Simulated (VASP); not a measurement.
# MgO (P6_3/mmc) in VASP: notebook

The runs below take MgO through single point, with PBE.

Everything below comes from runs of VASP 6.6.1. Logs are shortened: lines on timing, memory, paths and dates and some standing lists are left out, and cuts for length are marked.

## 1. The cell of the first run

The structure is hexagonal, space group P6_3/mmc (No. 194). Conventional cell: a = 3.502 Å, b = 3.502 Å, c = 4.424 Å, α = 90.00°, β = 90.00°, γ = 120.00°. Within 2.7 Å of Mg (site symmetry -6m2) lie 5 O at 2.02 to 2.21 Å. O (site symmetry -6m2) has 5 Mg at 2.02 to 2.21 Å within 2.7 Å.

## 2. Single point, PBE (volume 11.745 Å^3 an atom, c/a of the conventional cell 1.2632)

Contents of INCAR:

```
PREC = Accurate ; ENCUT = 520
EDIFF = 1E-6 ; ISMEAR = 0
SIGMA = 0.05 ; LREAL = F
LASPH = T ; NELM = 80
ALGO = Normal ; ISIF = 2
LWAVE = F ; LCHARG = T
GGA = PE ; LELF = T
LVHAR = T ; NBANDS = 16
```

Contents of KPOINTS:

```
Automatic mesh
0
Gamma
  9 9 6
```

Contents of POSCAR:

```
MgO
1.0
    3.5018974278      0.0000000000      0.0000000000
   -1.7509487139      3.0327321339      0.0000000000
    0.0000000000      0.0000000000      4.4235968308
Mg O
2 2
Direct
    0.6666666667      0.3333333333      0.7500000000
    0.3333333333      0.6666666667      0.2500000000
    0.6666666667      0.3333333333      0.2500000000
    0.3333333333      0.6666666667      0.7500000000
```

Potentials or basis: VASP PAW PBE potentials, release 64 (Mg, O).

Run with:

```sh
$ cat potpaw_PBE.64/Mg/POTCAR potpaw_PBE.64/O/POTCAR > POTCAR
$ mpirun -np 1 vasp_std > vasp.out
```

OUTCAR:

```text
PREC = Accurate
   ENCUT = 520
   EDIFF = 1E-6
   ISMEAR = 0
   LREAL = F
   LASPH = T
   NELM = 80
   ISIF = 2
   GGA = PE

 ion  position               nearest neighbor table
   1  0.667  0.333  0.750-   4 2.02   4 2.02   4 2.02   3 2.21   3 2.21   2 3.00   2 3.00   2 3.00
                             2 3.00   2 3.00   2 3.00
   2  0.333  0.667  0.250-   3 2.02   3 2.02   3 2.02   4 2.21   4 2.21   1 3.00   1 3.00   1 3.00
                             1 3.00   1 3.00   1 3.00
   3  0.667  0.333  0.250-   2 2.02   2 2.02   2 2.02   1 2.21   1 2.21
   4  0.333  0.667  0.750-   1 2.02   1 2.02   1 2.02   2 2.21   2 2.21

  LATTYP: Found a hexagonal cell.
 ALAT       =     3.5018974278
 C/A-ratio  =     1.2632000000

  Lattice vectors:

 A1 = (   3.5018974278,   0.0000000000,   0.0000000000)
 A2 = (  -1.7509487139,   3.0327321339,   0.0000000000)
 A3 = (   0.0000000000,   0.0000000000,   4.4235968308)

Analysis of symmetry for initial positions (statically):
=====================================================================
 Subroutine PRICEL returns:
 Original cell was already a primitive cell.

 Routine SETGRP: Setting up the symmetry group for a
 hexagonal supercell.

 Subroutine GETGRP returns: Found 24 space group operations
 (whereof 12 operations were pure point group operations)
 out of a pool of 24 trial point group operations.

The static configuration has the point symmetry D_3d.
 The point group associated with its full space group is D_6h.

Analysis of symmetry for dynamics (positions and initial velocities):
=====================================================================
 Subroutine PRICEL returns:
 Original cell was already a primitive cell.

 Routine SETGRP: Setting up the symmetry group for a
 hexagonal supercell.

 Subroutine GETGRP returns: Found 24 space group operations
 (whereof 12 operations were pure point group operations)
 out of a pool of 24 trial point group operations.

The dynamic configuration has the point symmetry D_3d.
 The point group associated with its full space group is D_6h.

 Subroutine INISYM returns: Found 24 space group operations
 (whereof 12 operations are pure point group operations),
 and found     1 'primitive' translations

----------------------------------------------------------------------------------------

                                     Primitive cell

  volume of cell :      46.9800

  direct lattice vectors                    reciprocal lattice vectors
     3.501897428  0.000000000  0.000000000     0.285559478  0.164867841  0.000000000
    -1.750948714  3.032732134  0.000000000     0.000000000  0.329735682  0.000000000
     0.000000000  0.000000000  4.423596831     0.000000000  0.000000000  0.226060384

  length of vectors
     3.501897428  3.501897428  4.423596831     0.329735682  0.329735682  0.226060384

  position of ions in fractional coordinates (direct lattice)
     0.666666667  0.333333333  0.750000000
     0.333333333  0.666666667  0.250000000
     0.666666667  0.333333333  0.250000000
     0.333333333  0.666666667  0.750000000

  ion indices of the primitive-cell ions
   primitive index   ion index
                 1           1
                 2           2
                 3           3
                 4           4

----------------------------------------------------------------------------------------

 KPOINTS: Automatic mesh

Automatic generation of k-mesh.
 Grid dimensions read from file:
 generate k-points for:    9    9    6

 Generating k-lattice:

  Cartesian coordinates                     Fractional coordinates (reciprocal lattice)
     0.031728831  0.018318649  0.000000000     0.111111111 -0.000000000  0.000000000
     0.000000000  0.036637298  0.000000000     0.000000000  0.111111111  0.000000000
     0.000000000  0.000000000  0.037676731     0.000000000  0.000000000  0.166666667

  Length of vectors
     0.036637298  0.036637298  0.037676731

  Shift w.r.t. Gamma in fractional coordinates (k-lattice)
     0.000000000  0.000000000  0.000000000

 Subroutine IBZKPT returns following result:
 ===========================================

 Found     48 irreducible k-points:

 Following reciprocal coordinates:
            Coordinates               Weight
  0.000000  0.000000  0.000000      1.000000
  0.111111  0.000000  0.000000      6.000000
  0.222222  0.000000  0.000000      6.000000
  0.333333 -0.000000  0.000000      6.000000
  0.444444  0.000000  0.000000      6.000000
  0.111111  0.111111  0.000000      6.000000
[... 16 lines left out ...]
  0.333333  0.222222  0.166667     24.000000
  0.333333  0.333333  0.166667      4.000000
 [... further k-points ...]
   k-points           NKPTS =     48   k-points in BZ     NKDIM =     48   number of bands    NBANDS=     16
   number of dos      NEDOS =    301   number of ions     NIONS =      4
   total plane-waves  NPLWV =  28224
   dimension x,y,z NGX =    28 NGY =   28 NGZ =   36
   dimension x,y,z NGXF=    56 NGYF=   56 NGZF=   72
   ions per type =               2   2
   NGX,Y,Z   is equivalent  to a cutoff of  13.29, 13.29, 13.53 a.u.
   NGXF,Y,Z  is equivalent  to a cutoff of  26.58, 26.58, 27.06 a.u.
 SYSTEM =  unknown system
   PREC   = accura    normal or accurate (medium, high low for compatibility)
   ISTART =      0    job   : 0-new  1-cont  2-samecut
   ICHARG =      2    charge: 1-file 2-atom 10-const
   ISPIN  =      1    spin polarized calculation?
   LNONCOLLINEAR =      F non collinear calculations
   LSORBIT =      F    spin-orbit coupling
   LASPH  =      T    aspherical Exc in radial PAW
   ENCUT  =  520.0 eV  38.22 Ry    6.18 a.u.   6.51  6.51  8.22*2*pi/ulx,y,z
   NELM   =     80;   NELMIN=  2; NELMDL= -5     # of ELM steps
   EDIFF  = 0.1E-05   stopping-criterion for ELM
   LREAL  =      F    real-space projection
   EDIFFG = 0.1E-04   stopping-criterion for IOM
   NSW    =      0    number of steps for IOM
   IBRION =     -1    ionic relax: 0-MD 1-quasi-New 2-CG
   NFREE  =      0    steps in history (QN), initial steepest desc. (CG)
   ISIF   =      2    stress and relaxation
   ISYM   =      2    0-nonsym 1-usesym 2-fastsym
   POTIM  = 0.5000    time-step for ionic-motion
   TEBEG  =    0.0;   TEEND  =   0.0 temperature during run
   PSTRESS=    0.0 pullay stress
   NELECT =      16.0000    total number of electrons
   NUPDOWN=      -1.0000    fix difference up-down
   EMIN   =  10.00;   EMAX   =-10.00  energy-range for DOS
   EFERMI =   0.00;   METHOD = LEGACY
   ISMEAR =     0;   SIGMA  =   0.05  broadening in eV -4-tet -1-fermi 0-gaus
   EFERMI_NEDOS =   21; number of points for ismear=-14 and -15
   IALGO  =     38    algorithm
   IMIX   =      4    mixing-type and parameters
     AMIX     =   0.40;   BMIX     =  1.00
     AMIX_MAG =   1.60;   BMIX_MAG =  1.00
  volume/ion in A,a.u.               =      11.74        79.26
  Fermi-wavevector in a.u.,A,eV,Ry     =   1.143257  2.160442 17.783308  1.307036
  Thomas-Fermi vector in A             =   2.279953
   LORBIT       =      0    0 simple, 1 ext, 2 COOP (PROOUT), +10 PAW based schemes
   GGA     = PE    functional components
   LHFCALC =     F    Hartree Fock is set to
   AEXX    =    0.0000 exact exchange contribution
   IVDW    =     0    specifies the selected vdW correction
   LEPSILON=     F    determine dielectric tensor
   LRPA    =     F    only Hartree local field effects (RPA)
 non-spin polarized calculation
 Gauss-broadening in eV      SIGMA  =   0.05
  energy-cutoff  :      520.00
  volume of cell :       46.98
 maximum number of plane-waves:      1289
 NGX is ok and might be reduce to    28
   NGX = 13   NGY = 13   NGZ = 17

 number of electron      15.9999994 magnetization

 Free energy of the ion-electron system (eV)
  ---------------------------------------------------
  ext. energy  EPLUGINS =         0.00000000
  ---------------------------------------------------
  free energy    TOTEN  =       -23.62458184 eV

  energy without entropy =      -23.62458184  energy(sigma->0) =      -23.62458184

 E-fermi :   1.9683     XC(G=0):  -9.7969

 val. band max:        1.6685215151   @ k =   0.0000   0.0000   0.0000
 cond. band min:       4.6986611113   @ k =   0.0000   0.0000   0.0000
 fundamental gap:      3.0301395962
 Fermi energy:         1.9683317322

 k-point     1 :       0.0000    0.0000    0.0000
  band No.  band energies     occupation
      1     -15.0485      2.00000
      2     -13.8971      2.00000
      3      -1.8898      2.00000
      4       0.0583      2.00000
      5       0.0583      2.00000
      6       0.8142      2.00000
[... 8 lines left out ...]
     15      16.7202      0.00000
     16      17.0274      0.00000

 k-point     2 :       0.1111    0.0000    0.0000
  band No.  band energies     occupation
      1     -14.9929      2.00000
      2     -13.9002      2.00000
      3      -1.7918      2.00000
      4      -0.1469      2.00000
      5      -0.0286      2.00000
      6       0.5053      2.00000
[... 8 lines left out ...]
     15      16.3722      0.00000
     16      16.4095      0.00000

 k-point     3 :       0.2222    0.0000    0.0000
  band No.  band energies     occupation
      1     -14.8407      2.00000
      2     -13.9179      2.00000
      3      -1.5110      2.00000
      4      -0.7374      2.00000
      5      -0.2119      2.00000
      6       0.0605      2.00000
[... 8 lines left out ...]
     15      15.4633      0.00000
     16      15.5847      0.00000

 k-point     4 :       0.3333   -0.0000    0.0000
  band No.  band energies     occupation
      1     -14.6351      2.00000
      2     -13.9674      2.00000
      3      -1.3705      2.00000
      4      -1.0952      2.00000
      5      -0.3849      2.00000
      6      -0.2481      2.00000
[... 8 lines left out ...]
     15      15.2748      0.00000
     16      15.4638      0.00000
[... 324 lines left out ...]
 k-point    22 :       0.2222    0.2222    0.1667
  band No.  band energies     occupation
      1     -14.4856      2.00000
      2     -14.0325      2.00000
      3      -1.4430      2.00000
      4      -1.3860      2.00000
      5      -0.3891      2.00000
      6      -0.1060      2.00000
[... 8 lines left out ...]
     15      14.9657      0.00000
     16      16.7464      0.00000

 k-point    23 :       0.3333    0.2222    0.1667
  band No.  band energies     occupation
      1     -14.3299      2.00000
      2     -14.1046      2.00000
      3      -1.6917      2.00000
      4      -1.1419      2.00000
      5      -0.7706      2.00000
      6       0.1450      2.00000
[... 8 lines left out ...]
     15      14.9135      0.00000
     16      16.7494      0.00000

 k-point    24 :       0.3333    0.3333    0.1667
  band No.  band energies     occupation
      1     -14.2027      2.00000
      2     -14.2027      2.00000
      3      -1.6308      2.00000
      4      -1.0447      2.00000
      5      -1.0447      2.00000
      6       0.3625      2.00000
[... 8 lines left out ...]
     15      14.9621      0.00000
     16      17.5598      0.00000

 [... further k-points ...]
[... 5 lines left out ...]
  --------------------------------------------------------------------------------------
  -------------------------------------------------------------------------------------
  Total       -0.5676601     -0.5676601     -2.2788228      0.0000000     -0.0000000      0.0000000
  in kB      -19.3591341    -19.3591341    -77.7155852      0.0000000     -0.0000000      0.0000000
  external PRESSURE =     -38.8112844 kB  Pullay stress =       0.0000000 kB

 VOLUME and BASIS-vectors are now :
 -----------------------------------------------------------------------------
  energy-cutoff  :      520.00
  volume of cell :       46.98
      direct lattice vectors                 reciprocal lattice vectors
     3.501897428  0.000000000  0.000000000     0.285559478  0.164867841  0.000000000
    -1.750948714  3.032732134  0.000000000     0.000000000  0.329735682  0.000000000
     0.000000000  0.000000000  4.423596831     0.000000000  0.000000000  0.226060384

 POSITION                                       TOTAL-FORCE (eV/Angst)
 -----------------------------------------------------------------------------------
      1.75095      1.01091      3.31770        -0.000000     -0.000000      0.000000
     -0.00000      2.02182      1.10590         0.000000      0.000000      0.000000
      1.75095      1.01091      1.10590         0.000000      0.000000      0.000000
     -0.00000      2.02182      3.31770        -0.000000      0.000000      0.000000
 -----------------------------------------------------------------------------------
    total drift:                                0.000000     -0.000000      0.000000

  FREE ENERGIE OF THE ION-ELECTRON SYSTEM (eV)
  ---------------------------------------------------
  free  energy   TOTEN  =       -23.6245818416 eV

  energy  without entropy=      -23.6245818416  energy(sigma->0) =      -23.62458184
```

Run time: 38 s. Hardware: 1 thread of Intel Xeon 6975P-C, shared host; peak memory 0.19 GiB.

What came out:

```yaml
Free_energy: -23.6246 eV
Pressure: -3.9 GPa
Band_gap_on_the_k_mesh: 3.03 eV, direct
```

## 3. Single point, PBE (volume 11.745 Å^3 an atom, c/a of the conventional cell 1.1474)

Contents of INCAR:

```
ALGO = Normal
EDIFF = 1E-7
ENCUT = 520
GGA = PE
ISIF = 2
ISMEAR = 0
LASPH = True
LCHARG = False
LREAL = False
LWAVE = False
NBANDS = 16
NELM = 100
PREC = Accurate
SIGMA = 0.05
```

Contents of KPOINTS:

```
k-points
0
Gamma
  9 9 6
```

Contents of POSCAR:

```
MgO
1.0
    3.6159507922      0.0000000000      0.0000000000
   -1.8079753961      3.1315052449      0.0000000000
    0.0000000000      0.0000000000      4.1489419390
Mg O
2 2
Direct
    0.6666666667      0.3333333333      0.7500000000
    0.3333333333      0.6666666667      0.2500000000
    0.6666666667      0.3333333333      0.2500000000
    0.3333333333      0.6666666667      0.7500000000
```

Potentials or basis: VASP PAW PBE potentials, release 64 (Mg, O).

Run with:

```sh
$ cat potpaw_PBE.64/Mg/POTCAR potpaw_PBE.64/O/POTCAR > POTCAR
$ mpirun -np 1 vasp_std > vasp.out
```

Wall time 36 s (1 thread of Intel Xeon 6975P-C, shared host); peak memory 0.18 GiB.

Results (log left out):

- Free energy: -23.6269 eV
- Pressure: -3.5 GPa
- Band gap on the k mesh: 3.18 eV, direct

Stress tensor (GPa, compression positive):
```
-5.64  0.00  0.00
 0.00 -5.64  0.00
 0.00  0.00  0.77
```

Levels at points of the mesh, in eV from the valence-band top:
```csv
k point,band 5,band 6,band 7,band 8,band 9,band 10,band 11,band 12
"(0.00, 0.00, 0.00)",-1.60,-0.60,-0.60,0.00,3.18,9.19,11.91,11.91
"(0.00, 0.00, 0.50)",-1.12,-1.12,-1.12,-1.12,6.23,6.23,12.26,12.26
```

[end of part 1 of 2]
